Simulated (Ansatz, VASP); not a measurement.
One calculation of Ru, two programs

```xyz
2
Lattice="2.7200 0.0000 0.0000 -1.3600 2.3556 0.0000 0.0000 0.0000 4.2968" Properties=species:S:1:pos:R:3 pbc="T T T"
Ru    0.0000    1.5704    1.0742
Ru    1.3600    0.7852    3.2226
```

Alike in both runs: functional PBE; k mesh 18 × 18 × 10; occupations gaussian, width 0.1 eV; no spin polarisation.

Ansatz relaxed the structure, and its values are those at the end. VASP's run is a single point on that final structure, the one shown.

|  | VASP | Ansatz |
| --- | --- | --- |
| version | VASP 6.6.1 | Ansatz 0.2.0 |
| potentials or method | VASP PAW PBE potentials, release 64 (Ru_pv), cutoff 520 eV | scalar-relativistic, plane waves, PAW |
| valence electrons in the cell | 28 | 32 |

VASP gave:

```
gap on the k mesh at the Fermi level (eV) : none
pressure (GPa)                            : -0.1
```

Problem. Which values does Ansatz return?

Solution. gap on the k mesh at the Fermi level (eV): none; pressure (GPa): 0.0.

A gap of «none» marks a metal or a gap that the smearing closes. With one functional, cell and mesh, what is left measures potentials, basis and numerics. VASP's potentials hold 28 valence electrons a cell and Ansatz's 32, so a difference there can come from the potentials and not from the codes.
